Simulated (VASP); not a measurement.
# SnSe2 (P-3m1) in VASP: further runs

The runs below take SnSe2 through single point, with PBE+D3(BJ).

Everything below comes from runs of VASP 6.6.1. Logs are shortened: lines on timing, memory, paths and dates and some standing lists are left out, and cuts for length are marked.

**1. The cell of the first run**

It takes space group P-3m1 (No. 164, trigonal). Conventional cell: a = 4.031 Å, b = 4.031 Å, c = 6.012 Å, α = 90.00°, β = 90.00°, γ = 120.00°. Within 3.7 Å of Sn (site symmetry -3m) lie 6 Se at 2.82 Å. Se (site symmetry 3m) has 3 Sn at 2.82 Å and 3 Se at 3.66 Å within 3.7 Å.

**2. Single point, PBE+D3(BJ) (strain +0.050 along x and y, +0.000 along z)**

Contents of INCAR:

```
PREC = Accurate ; ENCUT = 520
EDIFF = 1E-7 ; ISMEAR = 0
SIGMA = 0.03 ; LREAL = F
LASPH = T ; NELM = 80
ALGO = Normal ; ISIF = 2
LWAVE = F ; LCHARG = F
GGA = PE ; IVDW = 12
NBANDS = 20
```

Contents of KPOINTS:

```
Automatic mesh
0
Gamma
  12 12 6
```

Contents of POSCAR:

```
SnSe2
1.0
    4.0310010254      0.0000000000      0.0000000000
   -2.0155005127      3.4909492907      0.0000000000
    0.0000000000      0.0000000000      6.0116311105
Sn Se
1 2
Direct
    0.0000000000      0.0000000000      0.0000000000
    0.3333333333      0.6666666667      0.2651529960
    0.6666666667      0.3333333333      0.7348470040
```

Potentials or basis: VASP PAW PBE potentials, release 64 (Sn_d, Se).

On the command line:

```sh
> cat potpaw_PBE.64/Sn_d/POTCAR potpaw_PBE.64/Se/POTCAR > POTCAR
> mpirun -np 1 vasp_std > vasp.out
```

OUTCAR:

```text
PREC = Accurate
   ENCUT = 520
   EDIFF = 1E-7
   ISMEAR = 0
   LREAL = F
   LASPH = T
   NELM = 80
   ISIF = 2
   GGA = PE
   IVDW = 12
 IVDW          = 12

 ion  position               nearest neighbor table
   1  0.000  0.000  0.000-   2 2.82   3 2.82   3 2.82   2 2.82   3 2.82   2 2.82
   2  0.333  0.667  0.265-   1 2.82   1 2.82   1 2.82
   3  0.667  0.333  0.735-   1 2.82   1 2.82   1 2.82

  LATTYP: Found a hexagonal cell.
 ALAT       =     4.0310010254
 C/A-ratio  =     1.4913494372

  Lattice vectors:

 A1 = (   4.0310010254,   0.0000000000,   0.0000000000)
 A2 = (  -2.0155005127,   3.4909492907,   0.0000000000)
 A3 = (   0.0000000000,   0.0000000000,   6.0116311105)

Analysis of symmetry for initial positions (statically):
=====================================================================
 Subroutine PRICEL returns:
 Original cell was already a primitive cell.

 Routine SETGRP: Setting up the symmetry group for a
 hexagonal supercell.

 Subroutine GETGRP returns: Found 12 space group operations
 (whereof 12 operations were pure point group operations)
 out of a pool of 24 trial point group operations.

The static configuration has the point symmetry D_3d.

Analysis of symmetry for dynamics (positions and initial velocities):
=====================================================================
 Subroutine PRICEL returns:
 Original cell was already a primitive cell.

 Routine SETGRP: Setting up the symmetry group for a
 hexagonal supercell.

 Subroutine GETGRP returns: Found 12 space group operations
 (whereof 12 operations were pure point group operations)
 out of a pool of 24 trial point group operations.

The dynamic configuration has the point symmetry D_3d.

 Subroutine INISYM returns: Found 12 space group operations
 (whereof 12 operations are pure point group operations),
 and found     1 'primitive' translations

----------------------------------------------------------------------------------------

                                     Primitive cell

  volume of cell :      84.5958

  direct lattice vectors                    reciprocal lattice vectors
     4.031001025  0.000000000  0.000000000     0.248077337  0.143227517  0.000000000
    -2.015500513  3.490949291  0.000000000     0.000000000  0.286455035  0.000000000
     0.000000000  0.000000000  6.011631110     0.000000000  0.000000000  0.166344205

  length of vectors
     4.031001025  4.031001025  6.011631110     0.286455035  0.286455035  0.166344205

  position of ions in fractional coordinates (direct lattice)
     0.000000000  0.000000000  0.000000000
     0.333333333  0.666666667  0.265152996
     0.666666667  0.333333333  0.734847004

  ion indices of the primitive-cell ions
   primitive index   ion index
                 1           1
                 2           2
                 3           3

----------------------------------------------------------------------------------------

 KPOINTS: Automatic mesh

Automatic generation of k-mesh.
 Grid dimensions read from file:
 generate k-points for:   12   12    6

 Generating k-lattice:

  Cartesian coordinates                     Fractional coordinates (reciprocal lattice)
     0.020673111  0.011935626  0.000000000     0.083333333  0.000000000  0.000000000
     0.000000000  0.023871253  0.000000000     0.000000000  0.083333333  0.000000000
     0.000000000  0.000000000  0.027724034     0.000000000  0.000000000  0.166666667

  Length of vectors
     0.023871253  0.023871253  0.027724034

  Shift w.r.t. Gamma in fractional coordinates (k-lattice)
     0.000000000  0.000000000  0.000000000

 Subroutine IBZKPT returns following result:
 ===========================================

 Found    100 irreducible k-points:

 Following reciprocal coordinates:
            Coordinates               Weight
  0.000000  0.000000  0.000000      1.000000
  0.083333  0.000000  0.000000      6.000000
  0.166667  0.000000  0.000000      6.000000
  0.250000  0.000000  0.000000      6.000000
  0.333333  0.000000  0.000000      6.000000
  0.416667  0.000000  0.000000      6.000000
[... 16 lines left out ...]
  0.166667  0.000000  0.166667      6.000000
  0.000000  0.166667  0.166667      6.000000
 [... further k-points ...]
   k-points           NKPTS =    100   k-points in BZ     NKDIM =    100   number of bands    NBANDS=     20
   number of dos      NEDOS =    301   number of ions     NIONS =      3
   total plane-waves  NPLWV =  43200
   dimension x,y,z NGX =    30 NGY =   30 NGZ =   48
   dimension x,y,z NGXF=    60 NGYF=   60 NGZF=   96
   ions per type =               1   2
   NGX,Y,Z   is equivalent  to a cutoff of  12.37, 12.37, 13.27 a.u.
   NGXF,Y,Z  is equivalent  to a cutoff of  24.75, 24.75, 26.55 a.u.
 SYSTEM =  unknown system
   PREC   = accura    normal or accurate (medium, high low for compatibility)
   ISTART =      0    job   : 0-new  1-cont  2-samecut
   ICHARG =      2    charge: 1-file 2-atom 10-const
   ISPIN  =      1    spin polarized calculation?
   LNONCOLLINEAR =      F non collinear calculations
   LSORBIT =      F    spin-orbit coupling
   LASPH  =      T    aspherical Exc in radial PAW
   ENCUT  =  520.0 eV  38.22 Ry    6.18 a.u.   7.49  7.49 11.18*2*pi/ulx,y,z
   NELM   =     80;   NELMIN=  2; NELMDL= -5     # of ELM steps
   EDIFF  = 0.1E-06   stopping-criterion for ELM
   LREAL  =      F    real-space projection
   EDIFFG = 0.1E-05   stopping-criterion for IOM
   NSW    =      0    number of steps for IOM
   IBRION =     -1    ionic relax: 0-MD 1-quasi-New 2-CG
   NFREE  =      0    steps in history (QN), initial steepest desc. (CG)
   ISIF   =      2    stress and relaxation
   ISYM   =      2    0-nonsym 1-usesym 2-fastsym
   POTIM  = 0.5000    time-step for ionic-motion
   TEBEG  =    0.0;   TEEND  =   0.0 temperature during run
   PSTRESS=    0.0 pullay stress
   NELECT =      26.0000    total number of electrons
   NUPDOWN=      -1.0000    fix difference up-down
   EMIN   =  10.00;   EMAX   =-10.00  energy-range for DOS
   EFERMI =   0.00;   METHOD = LEGACY
   ISMEAR =     0;   SIGMA  =   0.03  broadening in eV -4-tet -1-fermi 0-gaus
   EFERMI_NEDOS =   21; number of points for ismear=-14 and -15
   IALGO  =     38    algorithm
   IMIX   =      4    mixing-type and parameters
     AMIX     =   0.40;   BMIX     =  1.00
     AMIX_MAG =   1.60;   BMIX_MAG =  1.00
  volume/ion in A,a.u.               =      28.20       190.29
  Fermi-wavevector in a.u.,A,eV,Ry     =   1.104798  2.087766 16.606991  1.220579
  Thomas-Fermi vector in A             =   2.241276
   LORBIT       =      0    0 simple, 1 ext, 2 COOP (PROOUT), +10 PAW based schemes
   GGA     = PE    functional components
   LHFCALC =     F    Hartree Fock is set to
   AEXX    =    0.0000 exact exchange contribution
   IVDW    =    12    specifies the selected vdW correction
   LEPSILON=     F    determine dielectric tensor
   LRPA    =     F    only Hartree local field effects (RPA)
 non-spin polarized calculation
 Gauss-broadening in eV      SIGMA  =   0.03
  energy-cutoff  :      520.00
  volume of cell :       84.60
 maximum number of plane-waves:      2311
 NGX is ok and might be reduce to    30
   NGX = 15   NGY = 15   NGZ = 23

 number of electron      25.9999996 magnetization

 Free energy of the ion-electron system (eV)
  ---------------------------------------------------
  ext. energy  EPLUGINS =         0.00000000
  ---------------------------------------------------
  free energy    TOTEN  =       -11.75670526 eV

  energy without entropy =      -11.75661956  energy(sigma->0) =      -11.75666241

 E-fermi :   3.5992     XC(G=0):  -9.1269

 val. band max:        3.5754253972   @ k =   0.0833   0.0833   0.0000
 cond. band min:       3.7203913173   @ k =   0.0000   0.4167   0.3333
 fundamental gap:      0.1449659202
 Fermi energy:         3.5991685154

 k-point     1 :       0.0000    0.0000    0.0000
  band No.  band energies     occupation
      1     -17.8870      2.00000
      2     -17.8870      2.00000
      3     -17.8761      2.00000
      4     -17.8653      2.00000
      5     -17.8653      2.00000
      6      -9.8626      2.00000
[... 12 lines left out ...]
     19      12.1029      0.00000
     20      12.1029      0.00000

 k-point     2 :       0.0833    0.0000    0.0000
  band No.  band energies     occupation
      1     -17.8887      2.00000
      2     -17.8858      2.00000
      3     -17.8751      2.00000
      4     -17.8660      2.00000
      5     -17.8649      2.00000
      6      -9.8089      2.00000
[... 12 lines left out ...]
     19      11.7356      0.00000
     20      12.1489      0.00000

 k-point     3 :       0.1667    0.0000    0.0000
  band No.  band energies     occupation
      1     -17.8938      2.00000
      2     -17.8831      2.00000
      3     -17.8726      2.00000
      4     -17.8671      2.00000
      5     -17.8634      2.00000
      6      -9.6523      2.00000
[... 12 lines left out ...]
     19      11.2802      0.00000
     20      12.2373      0.00000

 k-point     4 :       0.2500    0.0000    0.0000
  band No.  band energies     occupation
      1     -17.9012      2.00000
      2     -17.8807      2.00000
      3     -17.8725      2.00000
      4     -17.8649      2.00000
      5     -17.8599      2.00000
      6      -9.4081      2.00000
[... 12 lines left out ...]
     19      11.1992      0.00000
     20      12.5810      0.00000

 k-point     5 :       0.3333    0.0000    0.0000
  band No.  band energies     occupation
      1     -17.9088      2.00000
      2     -17.8797      2.00000
      3     -17.8743      2.00000
      4     -17.8605      2.00000
      5     -17.8550      2.00000
      6      -9.1077      2.00000
[... 12 lines left out ...]
     19      11.7690      0.00000
     20      13.3501      0.00000
[... 353 lines left out ...]
      6      -9.7538      2.00000
[... 12 lines left out ...]
     19      11.8312      0.00000
     20      12.1229      0.00000

 k-point    22 :       0.0000    0.0833    0.1667
  band No.  band energies     occupation
      1     -17.8887      2.00000
      2     -17.8858      2.00000
      3     -17.8751      2.00000
      4     -17.8660      2.00000
      5     -17.8649      2.00000
      6      -9.7538      2.00000
[... 12 lines left out ...]
     19      11.6916      0.00000
     20      11.7468      0.00000

 k-point    23 :       0.1667    0.0000    0.1667
  band No.  band energies     occupation
      1     -17.8938      2.00000
      2     -17.8831      2.00000
      3     -17.8726      2.00000
      4     -17.8671      2.00000
      5     -17.8634      2.00000
      6      -9.5990      2.00000
[... 12 lines left out ...]
     19      11.7716      0.00000
     20      12.1617      0.00000

 k-point    24 :       0.0000    0.1667    0.1667
  band No.  band energies     occupation
      1     -17.8938      2.00000
      2     -17.8831      2.00000
      3     -17.8726      2.00000
      4     -17.8671      2.00000
      5     -17.8634      2.00000
      6      -9.5991      2.00000
[... 12 lines left out ...]
     19      11.2111      0.00000
     20      11.8661      0.00000

 [... further k-points ...]

------------------------ aborting loop because EDIFF is reached ----------------------------------------

 Edisp (eV)   -0.98635

 E8    (eV) :    -0.4319

  FORCE on cell =-STRESS in cart. coord.  units (eV):
  Direction    XX          YY          ZZ          XY          YZ          ZX
  --------------------------------------------------------------------------------------
  -------------------------------------------------------------------------------------
  Total      -3.07859    -3.07859    -1.87630    -0.00000    -0.00000     0.00000
  in kB     -58.30614   -58.30614   -35.53571    -0.00000    -0.00000     0.00000
  external pressure =      -50.72 kB  Pullay stress =        0.00 kB

 VOLUME and BASIS-vectors are now :
 -----------------------------------------------------------------------------
  energy-cutoff  :      520.00
  volume of cell :       84.60
      direct lattice vectors                 reciprocal lattice vectors
     4.031001025  0.000000000  0.000000000     0.248077337  0.143227517  0.000000000
    -2.015500513  3.490949291  0.000000000     0.000000000  0.286455035  0.000000000
     0.000000000  0.000000000  6.011631110     0.000000000  0.000000000  0.166344205

 POSITION                                       TOTAL-FORCE (eV/Angst)
 -----------------------------------------------------------------------------------
      0.00000      0.00000      0.00000         0.000000      0.000000      0.000000
     -0.00000      2.32730      1.59400        -0.000000      0.000000     -0.376939
      2.01550      1.16365      4.41763         0.000000     -0.000000      0.376939
 -----------------------------------------------------------------------------------
    total drift:                                0.000000     -0.000000     -0.000000

  FREE ENERGIE OF THE ION-ELECTRON SYSTEM (eV)
  ---------------------------------------------------
  free  energy   TOTEN  =       -12.7430565035 eV

  energy  without entropy=      -12.7429707963  energy(sigma->0) =      -12.74301365
```

Wall time 5.3 min (1 thread of Intel Xeon 8259CL, shared host); peak memory 0.32 GiB.

What came out:

```yaml
Free_energy: -12.7431 eV
Pressure: -5.1 GPa
Largest_force: 0.377 eV/Å
Band_gap_on_the_k_mesh: zero (bands 13 and 14 overlap by 0.01 eV)
Dispersion_energy_per_atom: -0.329 eV
```

Forces in eV/Å, atoms in the order of the input:
```
Sn   0.000  0.000  0.000
Se   0.000  0.000 -0.377
Se   0.000  0.000  0.377
```

Caveat: the cell differs from its parent crystal (strain +0.050 along x and y, +0.000 along z); the cell stands under tension; semilocal functionals underestimate gaps, so a narrow gap can read as zero; spin-orbit coupling is left out, which moves the levels of the heavy elements.

**3. Single point, PBE+D3(BJ) (strain -0.050 along x and y, -0.050 along z)**

Contents of INCAR:

```
SYSTEM = SnSe2
PREC = Accurate
ENCUT = 520
EDIFF = 1E-7
ISMEAR = 0
SIGMA = 0.03
LREAL = .False.
LASPH = .True.
NELM = 80
ALGO = Normal
ISIF = 2
LWAVE = .False.
LCHARG = .False.
GGA = PE
IVDW = 12
NBANDS = 20
```

Contents of KPOINTS:

```
regular mesh
0
Gamma
  12 12 6
  0 0 0
```

Contents of POSCAR:

```
SnSe2
1.0
    3.6470961658      0.0000000000      0.0000000000
   -1.8235480829      3.1584779297      0.0000000000
    0.0000000000      0.0000000000      5.7110495550
Sn Se
1 2
Direct
    0.0000000000      0.0000000000      0.0000000000
    0.3333333333      0.6666666667      0.2651529960
    0.6666666667      0.3333333333      0.7348470040
```

Potentials or basis: VASP PAW PBE potentials, release 64 (Sn_d, Se).

On the command line:

```sh
> cat potpaw_PBE.64/Sn_d/POTCAR potpaw_PBE.64/Se/POTCAR > POTCAR
> mpirun -np 1 vasp_std > vasp.out
```

Run time: 2.8 min. Hardware: 1 thread of Intel Xeon 8259CL, shared host; peak memory 0.27 GiB.

Results (log left out):

| Quantity | Value |
| --- | --- |
| Free energy | -12.4520 eV |
| Pressure | 15.0 GPa |
| Largest force | 1.552 eV/Å |
| Band gap on the k mesh | 0.48 eV (least direct gap 1.52 eV) |
| Dispersion energy per atom | -0.426 eV |

Forces on the atoms (eV/Å):
```
Sn   0.000  0.000  0.000
Se   0.000  0.000  1.552
Se   0.000  0.000 -1.552
```

Stress tensor (GPa, compression positive):
```
14.92  0.00  0.00
 0.00 14.92  0.00
 0.00  0.00 15.11
```

Levels at points of the mesh, in eV from the valence-band top:
```csv
k point,band 11,band 12,band 13,band 14,band 15,band 16
"(0.00, 0.00, 0.00)",-0.72,-0.72,-0.05,1.47,2.88,4.73
"(0.50, 0.00, 0.00)",-3.34,-2.17,-0.50,1.25,3.58,4.76
"(0.00, 0.00, 0.50)",-1.14,-0.39,-0.39,2.95,3.12,4.22
"(0.50, 0.00, 0.50)",-2.42,-1.44,-1.28,0.83,3.82,4.43
```

Caveat: the cell differs from its parent crystal (strain -0.050 along x and y, -0.050 along z); the cell stands under pressure; spin-orbit coupling is left out, which moves the levels of the heavy elements; forces of over 1 eV/Å act on the atoms, so gaps and moduli don't describe the material at rest.

[end of part 1 of 2]
